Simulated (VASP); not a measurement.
SiC, 4 atoms in the cell. The structure is hexagonal, space group P6_3mc (No. 186). Conventional cell: a = 3.075 Å, b = 3.075 Å, c = 4.745 Å, α = 90.00°, β = 90.00°, γ = 120.00°. Si (site symmetry 3m) has 4 C at 1.81 to 1.86 Å within 2.4 Å. C (site symmetry 3m) has 4 Si at 1.81 to 1.86 Å within 2.4 Å.  This cell differs from its parent crystal: strain along c alone, the other axes held: -6.0 %.

* Program: VASP 6.6.1
* Task: relaxation of the atoms
* Functional: r2SCAN
* Potentials or basis: VASP PAW PBE potentials, release 64 (Si, C)
* Cutoff: 520 eV
* k mesh: 12 × 12 × 6
* Occupations: gaussian, width 0.02 eV
* Spin: no spin polarisation
* Dipole correction: no
* Further INCAR settings: ALGO = Normal; EDIFF = 1e-06; IBRION = 2; EDIFFG = -0.008; NSW = 60

Potentials or basis: VASP PAW PBE potentials, release 64 (Si, C).

Launch:

```console
$ cat potpaw_PBE.64/Si/POTCAR potpaw_PBE.64/C/POTCAR > POTCAR
$ cp INCAR.step1 INCAR
$ mpirun -np 1 vasp_std > vasp.out
$ cp INCAR.step2 INCAR
$ mpirun -np 1 vasp_std > vasp.out
```

Hardware: 1 thread of Intel Xeon 8259CL, with other jobs on the host.

Q: How long does it take, and how much memory?

A: It took 5.2 min on 1 thread of Intel Xeon 8259CL (shared host), peak memory 0.18 GiB. Counts: k points 76, ion steps 3.
